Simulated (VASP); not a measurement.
# Ti8HO16 (a cell with a defect) (Rutile) in VASP: further runs, part 2 of 2

VASP 6.6.1. Earlier steps stand in the parts before.

## (3) Single point, PBE

Input file INCAR:

```
SYSTEM = Ti8HO16
PREC = Accurate ; ENCUT = 520
EDIFF = 1E-7 ; ISMEAR = 0
SIGMA = 0.02 ; LREAL = Auto
LASPH = .TRUE. ; NELM = 80
ALGO = Normal ; ISIF = 2
LWAVE = .FALSE. ; LCHARG = .FALSE.
GGA = PE ; NBANDS = 114
NELECT = 192.0
```

Input file KPOINTS:

```
regular mesh
0
G
  3 3 3
  0 0 0
```

Input file POSCAR:

```
Ti8HO16
1.0
    4.6432750182     -4.6432750182      0.0000000000
    4.6432750182      4.6432750182      0.0000000000
   -4.6432750182      0.0000000000      5.9277640358
Ti O H
8 16 1
Direct
    1.0269571225     -0.0077203371     -0.0005003573
    0.2485945421      0.2457945787      0.4994626949
    0.4706340456      0.5168695150     -0.0004489045
    0.7491977778      0.7450606117      0.4994829386
    0.1032583347      0.6287680214      0.2506353139
    0.3890290591      0.8605223459      0.7383684596
    0.6499300476      0.1218200411      0.2617049178
    0.8520085923      0.3777439856      0.7495413065
   -0.0463557567      0.2968879654      0.0000288473
    0.2382768573      0.5552350375      0.4989603132
    0.4865781048      0.8126666940      0.0000008435
    0.7390945472      0.0563204303      0.5010774690
    0.8189912288      0.6468155560      0.2538441124
    0.0747483980      0.8904993465      0.7518143389
    0.3227873307      0.1386300287      0.2480942209
    0.5651049335      0.3930914308      0.7464421615
    0.0123766846      0.6904022135     -0.0000091097
    0.2621304009      0.9449915254      0.5011462977
    0.5645858118      0.2111454074      0.0000627555
    0.7607667406      0.4438574482      0.4988790009
    0.4268277625      0.6098477207      0.2485078676
    0.6809835083      0.8547630060      0.7464443546
    0.9344493378      0.1084254678      0.2537985640
    0.1781401711      0.3613007628      0.7514072715
    0.7218060485      0.2423453250      0.0002164391
```

Potentials or basis: VASP PAW PBE potentials, release 64 (Ti_sv, O, H).

Started as:

```bash
cat potpaw_PBE.64/Ti_sv/POTCAR potpaw_PBE.64/O/POTCAR potpaw_PBE.64/H/POTCAR > POTCAR
mpirun -np 1 vasp_std > vasp.out
```

OUTCAR:

```text
SYSTEM = Ti8HO16
   PREC = Accurate
   ENCUT = 520
   EDIFF = 1E-7
   ISMEAR = 0
   LREAL = Auto
   LASPH = .TRUE.
   NELM = 80
   ISIF = 2
   GGA = PE
   NELECT = 192.0

 ion  position               nearest neighbor table
   1  0.027  0.992  0.999-  14 1.86  15 1.86  17 1.99   9 2.06  22 2.08  23 2.09
   2  0.249  0.246  0.499-  23 1.93  16 1.94  24 1.97  18 1.98  15 1.99  10 2.03
   3  0.471  0.517  1.000-  24 1.85  21 1.86  11 1.94  16 2.09  13 2.09  19 2.10
   4  0.749  0.745  0.499-  22 1.93  13 1.94  21 1.97  20 1.98  14 1.99  12 2.04
   5  0.103  0.629  0.251-  13 1.88  17 1.94  18 1.96  10 1.96   9 2.02  21 2.13   6 2.91
   6  0.389  0.861  0.738-  10 1.88  22 1.89  18 1.94  11 1.96  14 2.11  19 2.14   5 2.91
   7  0.650  0.122  0.262-  12 1.88  23 1.90  20 1.94  11 1.96  15 2.11  19 2.14   8 2.91
   8  0.852  0.378  0.750-  16 1.88  17 1.94  20 1.96  12 1.96   9 2.02  24 2.14   7 2.91
   9  0.954  0.297  0.000-   8 2.02   5 2.02   1 2.06
  10  0.238  0.555  0.499-   6 1.88   5 1.96   2 2.03
  11  0.487  0.813  0.000-   3 1.94   7 1.96   6 1.96
  12  0.739  0.056  0.501-   7 1.88   8 1.96   4 2.04
  13  0.819  0.647  0.254-   5 1.88   4 1.94   3 2.09
  14  0.075  0.890  0.752-   1 1.86   4 1.99   6 2.11
  15  0.323  0.139  0.248-   1 1.86   2 1.99   7 2.11
[... 241 lines left out ...]
      2     -52.3080      2.00000
      3     -52.2720      2.00000
      4     -52.2606      2.00000
      5     -52.2430      2.00000
      6     -52.2256      2.00000
[... 1543 lines left out ...]
    107       7.5827      0.00000
    108       7.6089      0.00000
 [bands above 108 left out]

------------------------ aborting loop because EDIFF is reached ----------------------------------------

  FORCE on cell =-STRESS in cart. coord.  units (eV):
  Direction    XX          YY          ZZ          XY          YZ          ZX
  --------------------------------------------------------------------------------------
  -------------------------------------------------------------------------------------
  Total      -11.8843397     -4.4173404     -3.4394947      0.3307206      0.0069689     -0.0041145
  in kB      -74.4930782    -27.6886466    -21.5593424      2.0730137      0.0436820     -0.0257903
  external PRESSURE =     -41.2470224 kB  Pullay stress =       0.0000000 kB

 VOLUME and BASIS-vectors are now :
 -----------------------------------------------------------------------------
  energy-cutoff  :      520.00
  volume of cell :      255.61
      direct lattice vectors                 reciprocal lattice vectors
     4.643275018 -4.643275018  0.000000000     0.107682616 -0.107682616  0.084348837
     4.643275018  4.643275018  0.000000000     0.107682616  0.107682616  0.084348837
    -4.643275018  0.000000000  5.927764036     0.000000000  0.000000000  0.168697673

 POSITION                                       TOTAL-FORCE (eV/Angst)
 -----------------------------------------------------------------------------------
      0.09164      4.48226      5.92480         0.049184      0.126050      0.012467
     -0.02356     -0.01300      2.96070        -0.064778     -0.091003      0.001297
     -0.05594      0.21468      5.92510         0.123728      0.061884      0.007588
      4.61902     -0.01921      2.96082        -0.069190     -0.092820     -0.001274
      2.23523      2.44009      1.48571        -0.020756     -0.083831     -0.150842
      2.37356      2.18927      4.37687        -0.091033      0.024736     -0.080977
[... 17 lines left out ...]
     -0.98422      0.85046      4.45417        -0.018031      0.038165     -0.056179
      4.47582     -2.22627      0.00128        -0.623420      0.345684      0.000883
 -----------------------------------------------------------------------------------
    total drift:                               -0.000734      0.009054      0.003578

  FREE ENERGIE OF THE ION-ELECTRON SYSTEM (eV)
  ---------------------------------------------------
  free  energy   TOTEN  =      -224.3395710868 eV

  energy  without entropy=     -224.3395710868  energy(sigma->0) =     -224.33957109
```

Wall time 27 min (1 thread of AMD EPYC 7R43 (Zen 3), shared host); peak memory 0.46 GiB.

Results:

| Item | Value |
| --- | --- |
| Free energy | -224.3396 eV |
| Largest force | 0.713 eV/Å |

Forces on the atoms (eV/Å):
```
Ti   0.049  0.126  0.012
Ti  -0.065 -0.091  0.001
Ti   0.124  0.062  0.008
Ti  -0.069 -0.093 -0.001
Ti  -0.021 -0.084 -0.151
Ti  -0.091  0.025 -0.081
Ti  -0.086  0.021  0.082
Ti  -0.017 -0.090  0.150
O    0.435 -0.231  0.002
O   -0.021 -0.051 -0.024
O    0.026  0.029 -0.003
O   -0.024 -0.053  0.027
O    0.003 -0.004 -0.042
O    0.070 -0.076 -0.040
O    0.062 -0.068  0.039
O   -0.002  0.001  0.034
O    0.072  0.054  0.002
O    0.041  0.015 -0.001
O    0.031  0.039 -0.002
O    0.040  0.011 -0.005
O   -0.019  0.041  0.049
O    0.052  0.017  0.045
O    0.051  0.017 -0.047
O   -0.018  0.038 -0.056
H   -0.623  0.346  0.001
```

Caveat: the cell carries a net charge on a neutralising background, which shifts energy and pressure; the cell is charged against a uniform background, so pressure and absolute levels hang on convention.

## (4) Single point, PBE

Input file INCAR:

```
ALGO = Normal
EDIFF = 1E-6
ENCUT = 520
GGA = PE
ISIF = 2
ISMEAR = 0
LASPH = T
LCHARG = F
LREAL = Auto
LWAVE = F
NBANDS = 114
NELECT = 192.0
NELM = 80
PREC = Accurate
SIGMA = 0.02
```

Input file KPOINTS:

```
k-points
0
Gamma
  3 3 3
```

Input file POSCAR:

```
Ti8HO16
1.0
   -4.6432750091     -4.6432750091      0.0000000000
   -4.6432750091      4.6432750091      0.0000000000
    4.6432750091      0.0000000000     -5.9277640437
Ti O H
8 16 1
Direct
    0.2614218744      0.2561796693      0.4999370721
    1.0024622158     -0.0240697020      0.0007711171
    0.7617593626      0.7580255756      0.5015329521
    0.4771763433      0.5262313744      0.0006228318
    0.1467530422      0.6243237214      0.2674382766
    0.8795567664      0.3584129626      0.7327093265
    0.6205977557      0.1449149681      0.2451993685
    0.3749003564      0.8989589132      0.7548932392
    0.4463829619      0.7536598294      0.5035779053
    0.1875702528      0.5045040973     -0.0000074227
    0.9427426868      0.2505323409      0.4963529213
    0.6957216599      0.0148690303     -0.0001899536
    0.1175794610      0.9224372376      0.2485606696
    0.8690885514      0.6741791397      0.7515133813
    0.6147737221      0.4313221716      0.2501680210
    0.3642840725      0.1806742285      0.7493164315
    0.0548177813      0.7435758225      0.4995433317
    0.7919525606      0.4634411119     -0.0002351646
    0.5552278243      0.2443485425      0.5003024712
    0.3047140714     -0.0076083728      0.0000074227
    0.1303668441      0.3167497309      0.2501771307
    0.8800967904      0.0668214636      0.7495246044
    0.6290669594      0.8207275865      0.2512650620
    0.3778244244      0.5693394646      0.7489247155
    0.7738725880      0.3137060039      0.9991315370
```

Potentials or basis: VASP PAW PBE potentials, release 64 (Ti_sv, O, H).

Started as:

```bash
cat potpaw_PBE.64/Ti_sv/POTCAR potpaw_PBE.64/O/POTCAR potpaw_PBE.64/H/POTCAR > POTCAR
mpirun -np 1 vasp_std > vasp.out
```

OUTCAR:

```text
EDIFF = 1E-6
   ENCUT = 520
   GGA = PE
   ISIF = 2
   ISMEAR = 0
   LASPH = T
   LREAL = Auto
   NELECT = 192.0
   NELM = 80
   PREC = Accurate

 ion  position               nearest neighbor table
   1  0.261  0.256  0.500-  21 1.92  24 1.93  19 1.93  16 1.98  13 2.03  11 2.08
   2  0.002  0.976  0.001-  13 1.88  14 1.88  20 1.99  12 2.03  21 2.05  22 2.06
   3  0.762  0.758  0.502-  22 1.91  23 1.93  17 1.93  15 2.00  14 2.02   9 2.08
   4  0.477  0.526  0.001-  23 1.86  24 1.87  10 1.90  15 2.07  16 2.08  18 2.11
   5  0.147  0.624  0.267-   9 1.84  17 1.94  10 1.96  21 1.97  13 2.03  18 2.16   8 2.90
   6  0.880  0.358  0.733-  11 1.84  19 1.94  10 1.96  22 1.97  14 2.02  18 2.16   7 2.90
[... 1812 lines left out ...]
  external PRESSURE =     -29.1284544 kB  Pullay stress =       0.0000000 kB

 VOLUME and BASIS-vectors are now :
 -----------------------------------------------------------------------------
  energy-cutoff  :      520.00
  volume of cell :      255.61
      direct lattice vectors                 reciprocal lattice vectors
    -4.643275009 -4.643275009  0.000000000    -0.107682616 -0.107682616 -0.084348836
    -4.643275009  4.643275009  0.000000000    -0.107682616  0.107682616 -0.084348836
     4.643275009  0.000000000 -5.927764044     0.000000000  0.000000000 -0.168697673

 POSITION                                       TOTAL-FORCE (eV/Angst)
 -----------------------------------------------------------------------------------
     -0.08202     -0.02434     -2.96351         0.033006     -0.007329      0.010939
     -4.53936      4.52008     -0.00457        -0.028465      0.033182     -0.000519
     -4.72802     -0.01734     -2.97297         0.039332     -0.016199     -0.001820
     -4.65621      0.22778     -0.00369         0.006074     -0.045148     -0.002875
     -2.33853      2.21749     -1.58531         0.021851      0.032854      0.059752
     -2.34606     -2.41981     -4.34333         0.022959      0.028898     -0.059272
[... 17 lines left out ...]
     -0.92048      0.88926     -4.43945        -0.055993      0.047658      0.026341
     -0.41068     -2.13668     -5.92262         0.078979     -0.066929      0.000250
 -----------------------------------------------------------------------------------
    total drift:                               -0.016088     -0.012506     -0.019594

  FREE ENERGIE OF THE ION-ELECTRON SYSTEM (eV)
  ---------------------------------------------------
  free  energy   TOTEN  =      -224.5136245226 eV

  energy  without entropy=     -224.5136245226  energy(sigma->0) =     -224.51362452
```

OSZICAR:

```text
N       E                     dE             d eps       ncg     rms          rms(c)
[... 11 lines left out ...]
DAV:  12    -0.224513897429E+03    0.70528E-03   -0.32540E-02  4230   0.754E-01    0.174E-01
DAV:  13    -0.224513870675E+03    0.26755E-04   -0.43089E-03  4352   0.323E-01    0.142E-01
DAV:  14    -0.224513687449E+03    0.18323E-03   -0.26291E-03  4494   0.195E-01    0.628E-02
DAV:  15    -0.224513650679E+03    0.36770E-04   -0.27256E-04  4368   0.971E-02    0.455E-02
DAV:  16    -0.224513627166E+03    0.23514E-04   -0.26105E-04  3904   0.624E-02    0.208E-02
DAV:  17    -0.224513624509E+03    0.26567E-05   -0.43760E-05  4272   0.274E-02    0.101E-02
DAV:  18    -0.224513624050E+03    0.45903E-06   -0.14464E-05  3792   0.154E-02    0.316E-03
DAV:  19    -0.224513624523E+03   -0.47272E-06   -0.31977E-06  2744   0.754E-03
   1 F= -.22451362E+03 E0= -.22451362E+03  d E =-.203735E-20
```

stdout:

```text
POSCAR found type information on POSCAR TiO H
 POSCAR found :  3 types and      25 ions
 scaLAPACK will be used
 LDA part: xc-table for (Slater+PW92), standard interpolation
 POSCAR, INCAR and KPOINTS ok, starting setup
 FFT: planning ... GRIDC
 FFT: planning ... GRID_SOFT
 FFT: planning ... GRID
 WAVECAR not read
 entering main loop
 the old and the new charge density differ
 old charge density:   193.00000 new  192.00000
    0.621E+01
```

Run time: 21 min. Hardware: 1 thread of Intel Xeon 6975P-C, shared host; peak memory 0.52 GiB.

Results:

```
Free energy   : -224.5136 eV
Largest force : 0.104 eV/Å
```

Forces in eV/Å, atoms in the order of the input:
```
Ti   0.033 -0.007  0.011
Ti  -0.028  0.033 -0.001
Ti   0.039 -0.016 -0.002
Ti   0.006 -0.045 -0.003
Ti   0.022  0.033  0.060
Ti   0.023  0.029 -0.059
Ti   0.042 -0.040 -0.010
Ti   0.040 -0.043  0.011
O   -0.046 -0.044 -0.037
O    0.013  0.005 -0.002
O   -0.046 -0.048  0.039
O   -0.044 -0.024 -0.003
O    0.029 -0.018 -0.039
O    0.028 -0.012  0.038
O   -0.020  0.026  0.002
O   -0.014  0.025 -0.006
O    0.011  0.008 -0.007
O   -0.071  0.044  0.001
O    0.011  0.005  0.006
O    0.024  0.030  0.002
O   -0.011  0.015  0.023
O   -0.008  0.014 -0.028
O   -0.054  0.048 -0.025
O   -0.056  0.048  0.026
H    0.079 -0.067  0.000
```

Levels at points of the mesh, in eV from the Fermi level:
```tsv
k point	band 92	band 93	band 94	band 95	band 96	band 97	band 98	band 99	band 100	band 101
(0.00, 0.00, 0.00)	-1.30	-0.77	-0.76	-0.59	-0.13	1.94	2.22	2.45	2.51	2.54
```

Caveat: the cell carries a net charge on a neutralising background, which shifts energy and pressure; the cell is charged against a uniform background, so pressure and absolute levels hang on convention.

## (5) Single point, PBE

Input file INCAR:

```
  PREC = Accurate
  ENCUT = 520
  EDIFF = 1E-6
  ISMEAR = 0
  SIGMA = 0.02
  LREAL = Auto
  LASPH = T
  NELM = 80
  ALGO = Normal
  ISIF = 2
  LWAVE = F
  LCHARG = F
  GGA = PE
  NELECT = 192.0
  NBANDS = 114
```

Input file KPOINTS:

```
Automatic mesh
0
Gamma
  3 3 3
```

Input file POSCAR:

```
Ti8HO16
1.0
   -4.6432750091     -4.6432750091      0.0000000000
   -4.6432750091      4.6432750091      0.0000000000
    4.6432750091      0.0000000000     -5.9277640437
Ti O H
8 16 1
Direct
    0.2458298686      0.2491964579      0.5001184221
    1.0172000996     -0.0294406853     -0.0000222681
    0.7456906782      0.7490225937      0.4998090305
    0.4924575556      0.5273882887     -0.0000355952
    0.1283905457      0.6027036105      0.2504924267
    0.8778267176      0.3521787655      0.7494795621
    0.6220991627      0.1504344442      0.2616737084
    0.3603873789      0.8887510867      0.7383057031
    0.4449594539      0.7621728425      0.5011609737
    0.1904459352      0.5125489760     -0.0000192315
    0.9437904570      0.2610066474      0.4988214744
    0.7111346881      0.0645033785     -0.0000045548
    0.1098221979      0.9268530635      0.2486456932
    0.8611608559      0.6781940924      0.7513288260
    0.6081743386      0.4344519125      0.2535308405
    0.3546449242      0.1809224980      0.7464603799
    0.0551054318      0.7379684959      0.4988471164
    0.7969146298      0.4537555455     -0.0000199063
    0.5562564716      0.2391083387      0.5011233541
    0.3127045524     -0.0135599908     -0.0000026992
    0.1468412539      0.3190182192      0.2537649928
    0.8930673405      0.0652335395      0.7462208292
    0.6387181249      0.8226333568      0.2480707716
    0.3906392280      0.5745548906      0.7519093147
    0.7421677008      0.2216469487      0.9999949317
```

Started as:

```bash
cat potpaw_PBE.64/Ti_sv/POTCAR potpaw_PBE.64/O/POTCAR potpaw_PBE.64/H/POTCAR > POTCAR
mpirun -np 1 vasp_std > vasp.out
```

Run time: 36 min. Hardware: 1 thread of AMD EPYC 7R43 (Zen 3), shared host; peak memory 0.46 GiB.

The run converged. Its results:

* Free energy: -224.3398 eV
* Largest force: 0.715 eV/Å

Forces in eV/Å, atoms in the order of the input:
```
Ti   0.066  0.095  0.012
Ti  -0.131 -0.048  0.000
Ti   0.063  0.096 -0.012
Ti  -0.026 -0.134 -0.001
Ti   0.006  0.086  0.151
Ti   0.006  0.090 -0.149
Ti   0.092 -0.018 -0.098
Ti   0.096 -0.025  0.091
O   -0.039 -0.018 -0.003
O   -0.064 -0.048 -0.003
O   -0.040 -0.016  0.008
O   -0.035 -0.035  0.003
O    0.014 -0.037 -0.048
O    0.014 -0.036  0.049
O   -0.045 -0.026  0.040
O   -0.044 -0.027 -0.040
O    0.015  0.050  0.010
O   -0.427  0.228 -0.001
O    0.017  0.049 -0.013
O   -0.024 -0.028  0.001
O    0.018 -0.016  0.041
O    0.017 -0.015 -0.039
O   -0.083  0.091 -0.057
O   -0.087  0.094  0.057
H    0.623 -0.351  0.001
```

Levels at points of the mesh, in eV from the Fermi level:
| k point | band 92 | band 93 | band 94 | band 95 | band 96 | band 97 | band 98 | band 99 | band 100 | band 101 |
| --- | --- | --- | --- | --- | --- | --- | --- | --- | --- | --- |
| (0.00, 0.00, 0.00) | -1.26 | -0.66 | -0.64 | -0.49 | -0.20 | 1.98 | 2.22 | 2.40 | 2.51 | 2.53 |

Caveat: the cell carries a net charge on a neutralising background, which shifts energy and pressure; the cell is charged against a uniform background, so pressure and absolute levels hang on convention.
